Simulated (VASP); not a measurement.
Here is a VASP 6.6.1 calculation.

INCAR

```
PREC     = Accurate       # precision mode
ENCUT    = 500            # plane-wave cutoff, eV
EDIFF    = 1E-6           # SCF threshold, eV
ISMEAR   = 0              # smearing method
SIGMA    = 0.1            # smearing width, eV
LREAL    = False          # projectors in reciprocal space
LASPH    = True           # aspherical terms in the spheres
NELM     = 120            # most SCF steps
ALGO     = Normal         # electronic algorithm
ISIF     = 2              # what is computed and relaxed
LWAVE    = False          # write WAVECAR
LCHARG   = False          # write CHGCAR
GGA      = PE             # functional
ISYM     = 0            
NBANDS   = 22             # bands
GGA_COMPAT= False
```

KPOINTS

```
regular mesh
0
Gamma
  9 7 25
```

Contents of POSCAR:

```
Rh
1.0
    3.8679403904      0.0000000000      0.0000000000
    0.0000000000      5.4700937585      0.0000000000
   -1.9339701952      1.3675234396      1.3381385741
Rh
2
Direct
    0.0000000000      0.5000000000      0.0000000000
    0.0000000000      0.0000000000      0.0000000000
```

Potentials or basis: VASP PAW PBE potentials, release 64 (Rh_pv).

The run is started by

```bash
$ cat potpaw_PBE.64/Rh_pv/POTCAR > POTCAR
$ mpirun -np 1 vasp_std > vasp.out
```

Problem. What does it give for the band gap on the k mesh?

Solution. Zero (bands 15 and 16 overlap by 1.99 eV).

Problem. Estimate the pressure.

Solution. -1.7 GPa.

Stress tensor (GPa, compression positive):
```
-3.49  0.07 -0.02
 0.07 -4.78  0.02
-0.02  0.02  3.07
```

Caveat: the stress differs along the axes, from -5 to 3 GPa.
